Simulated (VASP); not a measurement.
# Ni (C2/c) in VASP: notebook

Ni is run at these levels: revPBE; tasks: single point.

Program: VASP 6.6.1. These are calculated values, not measurements. Logs are shortened: lines on timing, memory, paths and dates and some standing lists are left out, and cuts for length are marked.

## Step 1: The cell of the first run

The typed cell holds 2 atoms: a = 4.188 Å, b = 4.188 Å, c = 2.401 Å, α = 97.88°, β = 97.88°, γ = 147.43°.

## Step 2: Single point, revPBE (volume scaled by 0.88)

The input, INCAR:

```
ALGO     = Normal         # electronic algorithm
EDIFF    = 1E-6           # SCF threshold, eV
ENCUT    = 520            # plane-wave cutoff, eV
GGA      = RE             # functional
ISIF     = 2              # what is computed and relaxed
ISMEAR   = -1             # smearing method
LASPH    = T              # aspherical terms in the spheres
LCHARG   = F              # write CHGCAR
LREAL    = F              # projectors in reciprocal space
LWAVE    = F              # write WAVECAR
NBANDS   = 17             # bands
NELM     = 100            # most SCF steps
PREC     = Accurate       # precision mode
SIGMA    = 0.1            # smearing width, eV
```

The input, KPOINTS:

```
k-points
0
Gamma
  17 17 16
```

The input, POSCAR:

```
Ni
1.0
   -2.8422862248      2.8425995604      1.1744739021
    2.8425995604     -2.8422862248      1.1744739021
    1.4806546496      1.4806546496     -1.1739000273
Ni
2
Direct
    0.0000209121      0.9999790879      0.0000000000
    0.7499790879      0.2500209121      0.5000000000
```

Potentials or basis: VASP PAW PBE potentials, release 64 (Ni).

Command:

```bash
cat potpaw_PBE.64/Ni/POTCAR > POTCAR
mpirun -np 1 vasp_std > vasp.out
```

OUTCAR:

```text
EDIFF = 1E-6
   ENCUT = 520
   GGA = RE
   ISIF = 2
   ISMEAR = -1
   LASPH = T
   LREAL = F
   NELM = 100
   PREC = Accurate

 ion  position               nearest neighbor table
   1  0.000  1.000  0.000-   2 2.34   2 2.34   2 2.34   2 2.34   2 2.87   2 2.87   2 2.87   2 2.87

   2  0.750  0.250  0.500-   1 2.34   1 2.34   1 2.34   1 2.34   1 2.87   1 2.87   1 2.87   1 2.87

  LATTYP: Found a base centered monoclinic cell.
 ALAT       =     2.3489478460
 B/A-ratio  =     3.4226569107
 C/A-ratio  =     1.0219750583
 COS(beta)  =    -0.4888451019

  Lattice vectors:

 A1 = (  -2.8422862248,   2.8425995604,   1.1744739021)
 A2 = (   2.8425995604,  -2.8422862248,   1.1744739021)
 A3 = (   1.4806546496,   1.4806546496,  -1.1739000273)

Analysis of symmetry for initial positions (statically):
=====================================================================
 Subroutine PRICEL returns:
 Original cell was already a primitive cell.

 Routine SETGRP: Setting up the symmetry group for a
 base centered monoclinic supercell.

 Subroutine GETGRP returns: Found  4 space group operations
 (whereof  2 operations were pure point group operations)
 out of a pool of  4 trial point group operations.

The static configuration has the point symmetry C_2 .
 The point group associated with its full space group is C_2h.

Analysis of symmetry for dynamics (positions and initial velocities):
=====================================================================
 Subroutine PRICEL returns:
 Original cell was already a primitive cell.

 Routine SETGRP: Setting up the symmetry group for a
 base centered monoclinic supercell.

 Subroutine GETGRP returns: Found  4 space group operations
 (whereof  2 operations were pure point group operations)
 out of a pool of  4 trial point group operations.

The dynamic configuration has the point symmetry C_2 .
 The point group associated with its full space group is C_2h.

 Subroutine INISYM returns: Found  4 space group operations
 (whereof  2 operations are pure point group operations),
 and found     1 'primitive' translations

----------------------------------------------------------------------------------------

                                     Primitive cell

  volume of cell :      19.7740

  direct lattice vectors                    reciprocal lattice vectors
    -2.842286225  2.842599560  1.174473902     0.080791372  0.256696401  0.425677510
     2.842599560 -2.842286225  1.174473902     0.256696401  0.080791372  0.425677510
     1.480654650  1.480654650 -1.173900027     0.337652758  0.337652758 -0.000090082

  length of vectors
     4.187881588  4.187881588  2.400566112     0.503608609  0.503608609  0.477513119

  position of ions in fractional coordinates (direct lattice)
     0.000020912  0.999979088  0.000000000
     0.749979088  0.250020912  0.500000000

  ion indices of the primitive-cell ions
   primitive index   ion index
                 1           1
                 2           2

----------------------------------------------------------------------------------------

 KPOINTS: k-points

Automatic generation of k-mesh.
 Grid dimensions read from file:
 generate k-points for:   17   17   16

 Generating k-lattice:

  Cartesian coordinates                     Fractional coordinates (reciprocal lattice)
     0.004752434  0.015099788  0.025039854     0.058823529 -0.000000000  0.000000000
     0.015099788  0.004752434  0.025039854    -0.000000000  0.058823529  0.000000000
     0.021103297  0.021103297 -0.000005630     0.000000000  0.000000000  0.062500000

  Length of vectors
     0.029624036  0.029624036  0.029844570

  Shift w.r.t. Gamma in fractional coordinates (k-lattice)
     0.000000000  0.000000000  0.000000000

 Subroutine IBZKPT returns following result:
 ===========================================

 Found   1233 irreducible k-points:

 Following reciprocal coordinates:
            Coordinates               Weight
  0.000000  0.000000  0.000000      1.000000
  0.058824  0.000000  0.000000      4.000000
  0.117647  0.000000  0.000000      4.000000
  0.176471  0.000000  0.000000      4.000000
  0.235294  0.000000  0.000000      4.000000
  0.294118  0.000000 -0.000000      4.000000
[... 16 lines left out ...]
 -0.176471  0.058824  0.000000      4.000000
 -0.117647  0.058824  0.000000      4.000000
 [... further k-points ...]
   k-points           NKPTS =   1233   k-points in BZ     NKDIM =   1233   number of bands    NBANDS=     17
   number of dos      NEDOS =    301   number of ions     NIONS =      2
   total plane-waves  NPLWV =  18432
   dimension x,y,z NGX =    32 NGY =   32 NGZ =   18
   dimension x,y,z NGXF=    64 NGYF=   64 NGZF=   36
   ions per type =               2
   NGX,Y,Z   is equivalent  to a cutoff of  12.70, 12.70, 12.47 a.u.
   NGXF,Y,Z  is equivalent  to a cutoff of  25.41, 25.41, 24.93 a.u.
 SYSTEM =  unknown system
   PREC   = accura    normal or accurate (medium, high low for compatibility)
   ISTART =      0    job   : 0-new  1-cont  2-samecut
   ICHARG =      2    charge: 1-file 2-atom 10-const
   ISPIN  =      1    spin polarized calculation?
   LNONCOLLINEAR =      F non collinear calculations
   LSORBIT =      F    spin-orbit coupling
   LASPH  =      T    aspherical Exc in radial PAW
   ENCUT  =  520.0 eV  38.22 Ry    6.18 a.u.   7.79  7.79  4.46*2*pi/ulx,y,z
   NELM   =    100;   NELMIN=  2; NELMDL= -5     # of ELM steps
   EDIFF  = 0.1E-05   stopping-criterion for ELM
   LREAL  =      F    real-space projection
   EDIFFG = 0.1E-04   stopping-criterion for IOM
   NSW    =      0    number of steps for IOM
   IBRION =     -1    ionic relax: 0-MD 1-quasi-New 2-CG
   NFREE  =      0    steps in history (QN), initial steepest desc. (CG)
   ISIF   =      2    stress and relaxation
   ISYM   =      2    0-nonsym 1-usesym 2-fastsym
   POTIM  = 0.5000    time-step for ionic-motion
   TEBEG  =    0.0;   TEEND  =   0.0 temperature during run
   PSTRESS=    0.0 pullay stress
   NELECT =      20.0000    total number of electrons
   NUPDOWN=      -1.0000    fix difference up-down
   EMIN   =  10.00;   EMAX   =-10.00  energy-range for DOS
   EFERMI =   0.00;   METHOD = LEGACY
   ISMEAR =    -1;   SIGMA  =   0.10  broadening in eV -4-tet -1-fermi 0-gaus
   EFERMI_NEDOS =   21; number of points for ismear=-14 and -15
   IALGO  =     38    algorithm
   IMIX   =      4    mixing-type and parameters
     AMIX     =   0.40;   BMIX     =  1.00
     AMIX_MAG =   1.60;   BMIX_MAG =  1.00
  volume/ion in A,a.u.               =       9.89        66.72
  Fermi-wavevector in a.u.,A,eV,Ry     =   1.643311  3.105408 36.742161  2.700473
  Thomas-Fermi vector in A             =   2.733467
   LORBIT       =      0    0 simple, 1 ext, 2 COOP (PROOUT), +10 PAW based schemes
   GGA     = RE    functional components
   LHFCALC =     F    Hartree Fock is set to
   AEXX    =    0.0000 exact exchange contribution
   IVDW    =     0    specifies the selected vdW correction
   LEPSILON=     F    determine dielectric tensor
   LRPA    =     F    only Hartree local field effects (RPA)
 non-spin polarized calculation
  energy-cutoff  :      520.00
  volume of cell :       19.77
 maximum number of plane-waves:       553
   NGX = 15   NGY = 15   NGZ =  9

 number of electron      19.9999988 magnetization

 Free energy of the ion-electron system (eV)
  ---------------------------------------------------
  ext. energy  EPLUGINS =         0.00000000
  ---------------------------------------------------
  free energy    TOTEN  =        -9.72662787 eV

  energy without entropy =       -9.57044473  energy(sigma->0) =       -9.64853630

 E-fermi :  10.7632     XC(G=0): -13.7337

 val. band max:       10.7624795794   @ k =  -0.2353   0.3529   0.4375
 cond. band min:      10.7633002741   @ k =   0.2941   0.2941  -0.0000
 fundamental gap:      0.0008206947
 Fermi energy:        10.7631646483

 k-point     1 :       0.0000    0.0000    0.0000
  band No.  band energies     occupation
      1       1.2129      2.00000
      2       5.7705      2.00000
      3       8.1412      2.00000
      4       8.5002      2.00000
      5       8.9659      2.00000
      6       8.9815      2.00000
[... 9 lines left out ...]
     16      37.0540      0.00000
     17      39.1907      0.00000

 k-point     2 :       0.0588    0.0000    0.0000
  band No.  band energies     occupation
      1       1.3558      2.00000
      2       5.8561      2.00000
      3       8.1714      2.00000
      4       8.5350      2.00000
      5       8.9242      2.00000
      6       8.9508      2.00000
[... 9 lines left out ...]
     16      36.1979      0.00000
     17      37.6506      0.00000

 k-point     3 :       0.1176    0.0000    0.0000
  band No.  band energies     occupation
      1       1.7775      2.00000
      2       6.0943      2.00000
      3       8.1982      2.00000
      4       8.5553      2.00000
      5       8.5818      2.00000
      6       8.8039      2.00000
[... 9 lines left out ...]
     16      34.6414      0.00000
     17      36.5449      0.00000

 k-point     4 :       0.1765    0.0000    0.0000
  band No.  band energies     occupation
      1       2.4539      2.00000
      2       6.4176      2.00000
      3       7.8102      2.00000
      4       8.3123      2.00000
      5       8.5434      2.00000
      6       8.6898      2.00000
[... 9 lines left out ...]
     16      32.8944      0.00000
     17      35.4016      0.00000
[... 343 lines left out ...]
      1       2.5827      2.00000
      2       6.3358      2.00000
      3       7.7737      2.00000
      4       8.2047      2.00000
      5       8.5157      2.00000
      6       8.7417      2.00000
[... 9 lines left out ...]
     16      32.9946      0.00000
     17      35.0954      0.00000

 k-point    23 :      -0.1765    0.0588    0.0000
  band No.  band energies     occupation
      1       1.8790      2.00000
      2       6.0305      2.00000
      3       8.1457      2.00000
      4       8.4638      2.00000
      5       8.5838      2.00000
      6       8.7851      2.00000
[... 9 lines left out ...]
     16      34.7312      0.00000
     17      35.7824      0.00000

 k-point    24 :      -0.1176    0.0588    0.0000
  band No.  band energies     occupation
      1       1.4251      2.00000
      2       5.8122      2.00000
      3       8.1426      2.00000
      4       8.5321      2.00000
      5       8.9226      2.00000
      6       8.9754      2.00000
[... 9 lines left out ...]
     16      35.7778      0.00000
     17      37.3443      0.00000

 [... further k-points ...]

------------------------ aborting loop because EDIFF is reached ----------------------------------------

  FORCE on cell =-STRESS in cart. coord.  units (eV):
  Direction    XX          YY          ZZ          XY          YZ          ZX
  --------------------------------------------------------------------------------------
  -------------------------------------------------------------------------------------
  Total        3.9174137      3.9174137      3.7834950      0.0647475     -0.0030021     -0.0030021
  in kB      317.4060565    317.4060565    306.5553767      5.2461266     -0.2432393     -0.2432402
  external PRESSURE =     313.7891632 kB  Pullay stress =       0.0000000 kB

 VOLUME and BASIS-vectors are now :
 -----------------------------------------------------------------------------
  energy-cutoff  :      520.00
  volume of cell :       19.77
      direct lattice vectors                 reciprocal lattice vectors
    -2.842286225  2.842599560  1.174473902     0.080791372  0.256696401  0.425677510
     2.842599560 -2.842286225  1.174473902     0.256696401  0.080791372  0.425677510
     1.480654650  1.480654650 -1.173900027     0.337652758  0.337652758 -0.000090082

 POSITION                                       TOTAL-FORCE (eV/Angst)
 -----------------------------------------------------------------------------------
      2.84248     -2.84217      1.17447         0.001982     -0.001982      0.000000
     -0.68062      2.16159      0.58752        -0.001982      0.001982     -0.000000
 -----------------------------------------------------------------------------------
    total drift:                               -0.000000     -0.000000      0.000000

  FREE ENERGIE OF THE ION-ELECTRON SYSTEM (eV)
  ---------------------------------------------------
  free  energy   TOTEN  =        -9.7266278705 eV

  energy  without entropy=       -9.5704447336  energy(sigma->0) =       -9.64853630
```

Run time: 6.4 min. Hardware: 1 thread of Oxide Virtual Turin-like, shared host; peak memory 0.41 GiB.

Results:

```
Free energy            : -9.7266 eV
Pressure               : 31.4 GPa
Band gap on the k mesh : zero (band 10 reaches 11.02 eV, above the bottom of band 11 at 10.15 eV)
```

Forces in eV/Å, atoms in the order of the input:
```
Ni   0.002 -0.002  0.000
Ni  -0.002  0.002  0.000
```

Levels at points of the mesh, in eV from the Fermi level:
```tsv
k point	band 7	band 8	band 9	band 10	band 11	band 12	band 13	band 14
(0.00, 0.00, 0.00)	-1.70	-1.50	-0.69	-0.65	-0.61	-0.01	6.33	23.28
(0.00, 0.00, 0.50)	-0.63	-0.63	0.07	0.07	2.59	2.59	11.52	11.52
```

Caveat: the cell differs from its parent crystal (volume scaled by 0.88); the PAW data sets were made with another functional, which shifts forces and pressure a little; the run has no spin polarisation, though such a crystal can be magnetic.

## Step 3: Single point, revPBE

This run uses another cell than the first one, of 11.24 Å³/atom, 1.136 times its volume.

The input, INCAR:

```
PREC = Accurate
ENCUT = 520
EDIFF = 1E-7
ISMEAR = -1
SIGMA = 0.1
LREAL = F
LASPH = T
NELM = 100
ALGO = Normal
ISIF = 2
LWAVE = F
LCHARG = T
GGA = RE
LELF = T
LVHAR = T
ISYM = 0
NBANDS = 17
```

The input, KPOINTS:

```
regular mesh
0
Gamma
  15 15 10
```

The input, POSCAR:

```
Ni
1.0
   -2.9660166606      2.9663436363      1.2256011131
    2.9663436363     -2.9660166606      1.2256011131
    1.5451105245      1.5451105245     -1.2250022564
Ni
2
Direct
    0.0000209121      0.9999790879      0.0000000000
    0.7499790879      0.2500209121      0.5000000000
```

Potentials or basis: VASP PAW PBE potentials, release 64 (Ni).

Command:

```bash
cat potpaw_PBE.64/Ni/POTCAR > POTCAR
mpirun -np 1 vasp_std > vasp.out
```

Run time: 8.1 min. Hardware: 1 thread of Oxide Virtual Turin-like, shared host; peak memory 0.43 GiB.

Results (log left out):

```
Free energy            : -9.9616 eV
Pressure               : 0.2 GPa
Band gap on the k mesh : zero (band 10 reaches 9.07 eV, above the bottom of band 11 at 8.37 eV)
```

Stress tensor (GPa, compression positive):
```
0.18 0.06 0.00
0.06 0.18 0.00
0.00 0.00 0.10
```

Levels at points of the mesh, in eV from the Fermi level:
| k point | band 8 | band 9 | band 10 | band 11 | band 12 | band 13 |
| --- | --- | --- | --- | --- | --- | --- |
| (0.00, 0.00, 0.00) | -1.26 | -0.55 | -0.51 | -0.40 | -0.03 | 5.43 |
| (0.00, 0.00, 0.50) | -0.52 | 0.04 | 0.04 | 2.29 | 2.29 | 10.59 |

Caveat: the PAW data sets were made with another functional, which shifts forces and pressure a little; the run has no spin polarisation, though such a crystal can be magnetic. Spin polarisation is off, so any magnetic state and its effect on volume and gap are missing.

## Step 4: Single point, revPBE (volume scaled by 1.04)

The input, INCAR:

```
  PREC = Accurate
  ENCUT = 520
  EDIFF = 1E-6
  ISMEAR = -1
  SIGMA = 0.1
  LREAL = F
  LASPH = T
  NELM = 100
  ALGO = Normal
  ISIF = 2
  LWAVE = F
  LCHARG = F
  GGA = RE
  NBANDS = 17
```

The input, KPOINTS:

```
regular mesh
0
Gamma
  17 17 16
```

The input, POSCAR:

```
Ni
1.0
   -3.0050476715      3.0053789501      1.2417292931
    3.0053789501     -3.0050476715      1.2417292931
    1.5654432578      1.5654432578     -1.2411225558
Ni
2
Direct
    0.0000209121      0.9999790879      0.0000000000
    0.7499790879      0.2500209121      0.5000000000
```

Command:

```bash
cat potpaw_PBE.64/Ni/POTCAR > POTCAR
mpirun -np 1 vasp_std > vasp.out
```

Wall time 15 min (1 thread of Oxide Virtual Turin-like, shared host); peak memory 0.48 GiB.

The run converged. Its results:

```yaml
Free_energy: -9.9437 eV
Pressure: -6.1 GPa
Band_gap_on_the_k_mesh: zero (band 10 reaches 8.53 eV, above the bottom of band 11 at 7.87 eV)
```

Stress tensor (GPa, compression positive):
```
-6.23 -0.01 -0.02
-0.01 -6.23 -0.02
-0.02 -0.02 -5.93
```

Levels at points of the mesh, in eV from the Fermi level:
```csv
k point,band 7,band 8,band 9,band 10,band 11,band 12,band 13,band 14
"(0.00, 0.00, 0.00)",-1.34,-1.19,-0.52,-0.49,-0.32,-0.03,5.18,21.54
"(0.00, 0.00, 0.50)",-0.50,-0.50,0.04,0.04,2.21,2.21,10.33,10.33
```

Caveat: the cell differs from its parent crystal (volume scaled by 1.04); the PAW data sets were made with another functional, which shifts forces and pressure a little; the run has no spin polarisation, though such a crystal can be magnetic. Spin polarisation is off, so any magnetic state and its effect on volume and gap are missing.

(Part 1 of 2 ends here.)
